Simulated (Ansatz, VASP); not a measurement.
Two plane-wave programs on Pd

File INCAR:

```
PREC     = Accurate       # precision mode
ENCUT    = 520            # plane-wave cutoff, eV
EDIFF    = 1E-7           # SCF threshold, eV
ISMEAR   = 0              # smearing method
SIGMA    = 0.15           # smearing width, eV
LREAL    = F              # projectors in reciprocal space
LASPH    = T              # aspherical terms in the spheres
NELM     = 80             # most SCF steps
ALGO     = Fast           # electronic algorithm
ISIF     = 2              # what is computed and relaxed
LWAVE    = F              # write WAVECAR
LCHARG   = F              # write CHGCAR
GGA      = CA             # functional
NBANDS   = 11             # bands
```

File KPOINTS:

```
regular mesh
0
Gamma
  22 22 22
```

The input POSCAR:

```
Pd
1.0
   -1.6430336450      1.5015283550      1.5722810000
    1.6430336450     -1.5015283550      1.5722810000
    1.6430336450      1.5015283550     -1.5722810000
Pd
1
Direct
    0.0000000000      0.0000000000      0.0000000000
```

Input for Ansatz:

```yaml
crystal:
  lattice:
    - [-1.643033645, 1.501528355, 1.572281]
    - [1.643033645, -1.501528355, 1.572281]
    - [1.643033645, 1.501528355, -1.572281]
  atoms:
    - { symbol: Pd, position: [0.0, 0.0, 0.0] }
basis:
  ecutwfc: 420
kpoints:
  mp_grid: { grid: [22, 22, 22] }
hamiltonian:
  xc: lda
scf:
  occupations: { method: gaussian, width: 0.15 }
output:
  forces: true
  stress: true
  eigenvalues: true
```

Change from the starting cell: strain +0.0450 x Voigt [1, -1, 0, 0, 0, 0], atoms carried along.

Alike in both runs: task single point; functional LDA; k mesh 22 × 22 × 22; occupations gaussian, width 0.15 eV; no spin polarisation.

|  | VASP | Ansatz |
| --- | --- | --- |
| version | VASP 6.6.1 | Ansatz 0.2.0 |
| potentials or method | VASP PAW LDA potentials, release 64 (Pd), cutoff 520 eV | scalar-relativistic, plane waves, PAW |
| valence electrons in the cell | 10 | 18 |

Ansatz gave:

| Item | Value |
| --- | --- |
| gap on the k mesh at the Fermi level (eV) | none |
| pressure (GPa) | -14.9 |
| traceless stress, the component that is largest in VASP (GPa) | 1.28 |

Problem. Estimate VASP's values.

Solution. gap on the k mesh at the Fermi level (eV): none; pressure (GPa): -14.7; traceless stress, the component that is largest in VASP (GPa): 1.26.

LDA's correlation is that of Perdew and Zunger in VASP and of Perdew and Wang (1992) in Ansatz. A gap of «none» marks a metal or a gap that the smearing closes. VASP's potentials hold 10 valence electrons a cell and Ansatz's 18, so a difference there can come from the potentials and not from the codes.
